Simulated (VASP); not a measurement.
## Si: single point with r2SCAN

Crystal: Si.

```
CELL_PARAMETERS angstrom
3.81635 0.02913 -0.03724
-1.88295 3.28480 0.06342
-0.06162 0.08562 6.30006
ATOMIC_POSITIONS crystal
Si 0.34892 0.67244 0.08715
Si 0.63323 0.27877 0.50755
Si 0.36506 0.72404 0.43172
Si 0.65278 0.32475 0.97358
```

This cell differs from its parent crystal: atoms moved at random and the cell strained at random.

| Property | Result |
| --- | --- |
| Program | VASP 6.6.1 |
| Task | single point |
| Functional | r2SCAN |
| Potentials or basis | VASP PAW PBE potentials, release 64 (Si) |
| Cutoff | 520 eV |
| k mesh | 12 × 12 × 4 |
| Occupations | gaussian, width 0.05 eV |
| Spin | no spin polarisation |
| Dipole correction | no |
| Further INCAR settings | ALGO = Normal; EDIFF = 1e-06; NBANDS = 16 |

```yaml
Pressure: 12.8 GPa
Largest_force: 11.139 eV/Å
Band_gap_on_the_k_mesh: zero (bands 8 and 9 overlap by 1.00 eV)
```

Forces in eV/Å, atoms in the order of the input:
```
Si  -1.027 -0.890 -2.242
Si   0.267 10.026  4.845
Si  -0.328 -9.851 -0.315
Si   1.088  0.714 -2.288
```

Stress tensor (GPa, compression positive):
```
-2.12 -3.51 -0.61
-3.51 31.13  6.44
-0.61  6.44  9.40
```

Levels at points of the mesh, in eV from the Fermi level:
```csv
k point,band 4,band 5,band 6,band 7,band 8,band 9,band 10,band 11,band 12,band 13
"(0.00, 0.00, 0.00)",-3.03,-1.38,-0.91,0.09,0.60,0.90,1.51,2.26,2.88,3.50
"(0.50, 0.00, 0.00)",-5.77,-4.77,-3.80,-2.29,-1.66,-0.29,2.22,3.31,3.89,4.54
"(0.00, 0.50, 0.00)",-7.26,-3.95,-3.44,-3.16,-1.54,0.58,2.90,3.97,4.18,5.14
"(0.50, 0.50, 0.00)",-6.28,-4.52,-3.68,-2.32,-1.75,-0.40,2.16,3.50,4.04,4.54
"(0.00, 0.00, 0.50)",-3.20,-2.44,-1.28,-0.98,0.13,0.70,1.12,2.69,2.96,3.50
"(0.50, 0.00, 0.50)",-6.55,-3.76,-3.22,-2.24,-1.14,-0.05,1.08,1.59,3.06,5.72
"(0.00, 0.50, 0.50)",-7.65,-3.19,-2.70,-2.02,-0.93,-0.12,1.02,2.02,2.66,5.86
"(0.50, 0.50, 0.50)",-6.98,-3.62,-2.95,-2.19,-1.04,-0.13,0.70,1.52,2.96,5.81
```

Wall time 16 min on 1 thread of Oxide Virtual Turin-like Processor, on a shared host, peak memory 0.34 GiB.

Caveat: the cell differs from its parent crystal (atoms moved at random and the cell strained at random); the stress differs along the axes, from -2 to 31 GPa; the PAW data sets were made with another functional, which shifts forces and pressure a little.
